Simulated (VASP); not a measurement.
BeTe:

```
CELL_PARAMETERS angstrom
0.00000 2.71345 2.71345
2.71345 0.00000 2.71345
2.71345 2.71345 0.00000
ATOMIC_POSITIONS crystal
Te 0.75000 0.75000 0.75000
Be 0.00000 0.00000 0.00000
```

Base run:

| Property | Result |
| --- | --- |
| Program | VASP 6.6.1 |
| Functional | HSE06 |
| Potentials or basis | VASP PAW PBE potentials, release 64 (Te, Be) |
| Cutoff | 520 eV |
| k mesh | 6 × 6 × 6 |
| Occupations | fermi-dirac, width 0.05 eV |
| Spin | no spin polarisation |

Its results: band gap on the k mesh 2.32 eV (least direct gap 4.35 eV); pressure 8.2 GPa.

The run is repeated on the same cell with these changes: functional from HSE06 to PBE0; further incar settings from ALGO = Normal; EDIFF = 1e-06; NBANDS = 11 to ALGO = Normal; EDIFF = 1e-07; NBANDS = 11. What comes out?

Band gap on the k mesh 2.99 eV (least direct gap 5.03 eV); pressure 8.2 GPa.

Caveats: the cell stands under pressure; the PAW data sets were made with another functional, which shifts forces and pressure a little; spin-orbit coupling is left out, which moves the levels of the heavy elements.

A k mesh can miss the band edges.
